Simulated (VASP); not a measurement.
Input of a VASP 6.6.1 run:

Contents of INCAR:

```
  PREC = Accurate
  ENCUT = 520
  EDIFF = 1E-6
  ISMEAR = -1
  SIGMA = 0.1
  LREAL = F
  LASPH = T
  NELM = 100
  ALGO = Normal
  ISIF = 2
  LWAVE = F
  LCHARG = F
  GGA = PS
  NBANDS = 16
```

Contents of KPOINTS:

```
Automatic mesh
0
Gamma
  17 17 17
```

POSCAR

```
TiN
1.0
    0.0000000000      1.8842265210      1.8842265210
    1.8842265210      0.0000000000      1.8842265210
    1.8842265210      1.8842265210      0.0000000000
Ti N
1 1
Direct
    0.0000000000      0.0000000000      0.0000000000
    0.5000000000      0.5000000000      0.5000000000
```

Potentials or basis: VASP PAW PBE potentials, release 64 (Ti_sv, N).

The run is started by

```console
$ cat potpaw_PBE.64/Ti_sv/POTCAR potpaw_PBE.64/N/POTCAR > POTCAR
$ mpirun -np 1 vasp_std > vasp.out
```

(1) What does it give for the pressure?

Answers

(1) 195.7 GPa.

Caveat: the PAW data sets were made with another functional, which shifts forces and pressure a little.
